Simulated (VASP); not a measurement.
## Rh: relaxation of cell and atoms with LDA

Crystal: Rh.

```
Rh
1.0
     2.73098    0.00000    0.00000
    -1.36549    2.36510    0.00000
     0.00000    0.00000    4.42849
Rh
2
Direct
  0.66667 0.33333 0.75000
  0.33333 0.66667 0.25000
```

```
Program                : VASP 6.6.1
Task                   : relaxation of cell and atoms
Functional             : LDA
Potentials or basis    : VASP PAW LDA potentials, release 64 (Rh_pv)
Cutoff                 : 600 eV
k mesh                 : 14 × 14 × 8
Occupations            : fermi-dirac, width 0.15 eV
Spin                   : no spin polarisation
Dipole correction      : no
Further INCAR settings : ALGO = Normal; EDIFF = 1e-06; IBRION = 2; EDIFFG = -0.01; NSW = 80; ISIF = 3
```

```json
{
 "Relaxed volume": "13.35 Å³/atom",
 "Relaxed cell": "a = 2.675 Å, b = 2.675 Å, c = 4.310 Å, α = 90.00°, β = 90.00°, γ = 120.00°",
 "Space group after relaxing (to 0.05 Å)": "P6_3/mmc (No. 194)",
 "Energy gained by relaxing": "56.7 meV/atom",
 "Ionic steps": "9",
 "Pressure after relaxing": "0.1 GPa",
 "Band gap on the k mesh": "zero (band 15 reaches 13.06 eV, above the bottom of band 16 at 10.65 eV)"
}
```

The path:
| step | energy change (eV) | largest force (eV/Å) | pressure (GPa) | volume (Å³) |
| --- | --- | --- | --- | --- |
| 1 | 0.0000 | 0.0000 | -17.75 | 28.60 |
| 2 | 0.7751 | 0.0000 | 80.76 | 22.53 |
| 3 | -0.1126 | 0.0000 | -1.30 | 26.82 |
| 4 | -0.1131 | 0.0000 | -0.29 | 26.73 |
| 5 | -0.1131 | 0.0000 | 0.14 | 26.70 |
| 6 | -0.1133 | 0.0000 | 0.10 | 26.70 |
| 7 | -0.1133 | 0.0000 | 0.11 | 26.70 |
| 8 | -0.1133 | 0.0000 | 0.11 | 26.70 |
| 9 | -0.1133 | 0.0000 | 0.11 | 26.70 |

Final structure:
```yaml
crystal:
  lattice:
    - [2.67467, 0.00000, 0.00000]
    - [-1.33733, 2.31633, 0.00000]
    - [0.00000, 0.00000, 4.30968]
  atoms:
    - { symbol: Rh, position: [0.66667, 0.33333, 0.75000] }
    - { symbol: Rh, position: [0.33333, 0.66667, 0.25000] }
```

Levels at points of the mesh, in eV from the Fermi level:
| k point | band 12 | band 13 | band 14 | band 15 | band 16 | band 17 | band 18 | band 19 |
| --- | --- | --- | --- | --- | --- | --- | --- | --- |
| (0.00, 0.00, 0.00) | -2.63 | -2.63 | -2.03 | -2.03 | 0.17 | 0.17 | 0.71 | 8.94 |
| (0.50, 0.00, 0.00) | -2.33 | -2.28 | 0.46 | 0.71 | 0.79 | 3.13 | 5.27 | 10.50 |
| (0.00, 0.00, 0.50) | -3.31 | -3.31 | -3.31 | -0.44 | -0.44 | -0.44 | -0.44 | 14.97 |
| (0.50, 0.00, 0.50) | -1.77 | -0.33 | -0.33 | 0.66 | 0.66 | 2.71 | 2.71 | 9.59 |

Wall time 2 min on 1 thread of Intel(R) Xeon(R) 6975P-C (Granite Rapids), on a shared host, peak memory 0.19 GiB.
